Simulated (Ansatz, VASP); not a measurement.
**One calculation of Ni, two programs**

The input INCAR:

```
PREC = Accurate
ENCUT = 520
EDIFF = 1E-6
ISMEAR = -1
SIGMA = 0.1
LREAL = False
LASPH = True
NELM = 150
ALGO = Normal
ISIF = 2
LWAVE = False
LCHARG = True
ISPIN = 2
MAGMOM = 1 1
LORBIT = 11
LMAXMIX = 4
GGA = PE
LELF = True
LVHAR = True
NBANDS = 21
```

Contents of KPOINTS:

```
Automatic mesh
0
Gamma
  16 16 12
```

File POSCAR:

```
Ni
1.0
    1.7602622642      1.7602622642      0.0000000000
   -1.7602622642      1.7602622642      0.0000000000
    0.0000000000      0.0000000000      3.5205245284
Ni
2
Direct
    0.0000000000      0.0000000000      0.0000000000
    0.5000000000      0.5000000000      0.5000000000
```

Input for Ansatz:

```yaml
crystal:
  lattice:
    - [1.7602622642, 1.7602622642, 0.0]
    - [-1.7602622642, 1.7602622642, 0.0]
    - [0.0, 0.0, 3.5205245284]
  atoms:
    - { symbol: Ni, position: [0.0, 0.0, 0.0], spin: 1.0 }
    - { symbol: Ni, position: [0.5, 0.5, 0.5], spin: 1.0 }
magnetization:
  spin_polarized: true
kpoints:
  mp_grid: { grid: [16, 16, 12] }
scf:
  occupations: { method: fermi_dirac, width: 0.1 }
hamiltonian:
  xc: pbe
  pseudopotentials: { kind: paw }
output:
  forces: true
  stress: true
  eigenvalues: true
  write_density: true
  write_potential: true
  elf: true
  volumetric_format: npy
```

Alike in both runs: task single point; functional PBE; k mesh 16 × 16 × 12; occupations fermi-dirac, width 0.1 eV; collinear spin.

|  | VASP | Ansatz |
| --- | --- | --- |
| version | VASP 6.6.1 | Ansatz 0.2.0 |
| potentials or method | VASP PAW PBE potentials, release 64 (Ni) | PAW with Ansatz's default frozen-core files, scalar-relativistic |
| plane-wave cutoff (eV) | 520 | 420 |
| valence electrons in the cell | 20 | 36 |

Ansatz gave:

```
pressure (GPa)                                                : 0.0
traceless stress, the component that is largest in VASP (GPa) : 0.05
net moment per atom (μB)                                      : 0.62
size of the moment on the site where the two differ most (μB) : 0.66
```

Question: What did VASP give for the same quantities?

Answer: Pressure (GPa): -0.1; traceless stress, the component that is largest in VASP (GPa): 0.05; net moment per atom (μB): 0.61; size of the moment on the site where the two differ most (μB): 0.62.

Site moments also hang on the region over which each program counts them. VASP's potentials hold 20 valence electrons a cell and Ansatz's 36, so a difference there can come from the potentials and not from the codes.
